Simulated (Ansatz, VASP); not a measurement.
## MgO2 in VASP and in Ansatz

```
Mg O
1.0
     1.58382    0.91442    3.45737
    -1.58382    0.91442    3.45737
     0.00000   -1.82884    3.45737
Mg O
1 2
Direct
  0.00000 0.00000 0.00000
  0.42914 0.42914 0.42914
  0.57086 0.57086 0.57086
```

Alike in both runs: functional PBEsol; k mesh 12 × 12 × 12; occupations gaussian, width 0.02 eV; no spin polarisation.

Ansatz relaxed the structure, and its values are those at the end. VASP's run is a single point on that final structure, the one shown.

|  | VASP | Ansatz |
| --- | --- | --- |
| version | VASP 6.6.1 | Ansatz 0.2.0 |
| potentials or method | VASP PAW PBE potentials, release 64 (Mg_sv, O), cutoff 750 eV | scalar-relativistic, plane waves, PAW |
| valence electrons in the cell | 22 | 22 |

|  | VASP | Ansatz | Ansatz less VASP |
| --- | --- | --- | --- |
| gap on the k mesh at the Fermi level (eV) | 2.45 | 2.48 | +0.026 |
| least direct gap on the mesh (eV) | 2.45 | 2.48 | +0.026 |
| pressure (GPa) | 0.0 | 0.0 | +0.02 |
| rms of the force components (eV/Å) | 0.063 | 0.000 | -0.0632 |

VASP's potentials were made for PBE, not for PBEsol. The functional is the same, so the differences come from potentials, cutoffs and numerics.
